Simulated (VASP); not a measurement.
A run of VASP 6.6.1:

The input POSCAR:

```
Ru
1.0
    0.0000000000      1.9661003205      1.9661003205
    1.9661003205      0.0000000000      1.9661003205
    1.9661003205      1.9661003205      0.0000000000
Ru
1
Direct
    0.0000000000      0.0000000000      0.0000000000
```

The input INCAR.step1:

```
SYSTEM = Ru
ALGO = Normal
EDIFF = 1E-4
ENCUT = 520
GGA = PE
ISMEAR = -1
LASPH = .TRUE.
LCHARG = .FALSE.
LREAL = .FALSE.
LWAVE = .TRUE.
NBANDS = 13
NELM = 100
PREC = Accurate
SIGMA = 0.1
```

INCAR.step2

```
SYSTEM = Ru
ALGO = Normal
EDIFF = 1E-6
ENCUT = 520
ISIF = 2
ISMEAR = -1
ISTART = 1
LASPH = .TRUE.
LCHARG = .FALSE.
LMIXTAU = .TRUE.
LREAL = .FALSE.
LWAVE = .FALSE.
METAGGA = R2SCAN
NBANDS = 13
NELM = 100
PREC = Accurate
SIGMA = 0.1
```

Contents of KPOINTS:

```
k-points
0
G
  16 16 16
  0 0 0
```

Potentials or basis: VASP PAW PBE potentials, release 64 (Ru_pv).

Run with:

```console
$ cat potpaw_PBE.64/Ru_pv/POTCAR > POTCAR
$ cp INCAR.step1 INCAR
$ mpirun -np 1 vasp_std > vasp.out
$ cp INCAR.step2 INCAR
$ mpirun -np 1 vasp_std > vasp.out
```

Hardware: 1 thread of Intel(R) Xeon(R) Platinum 8259CL CPU @ 2.50GHz (Skylake/Cascade Lake) (shared host).

Task: Estimate the wall time of this run.

Result: It took 71 s on 1 thread of Intel(R) Xeon(R) Platinum 8259CL CPU @ 2.50GHz (Skylake/Cascade Lake), on a shared host, peak memory 0.16 GiB. Counts: k points 145.
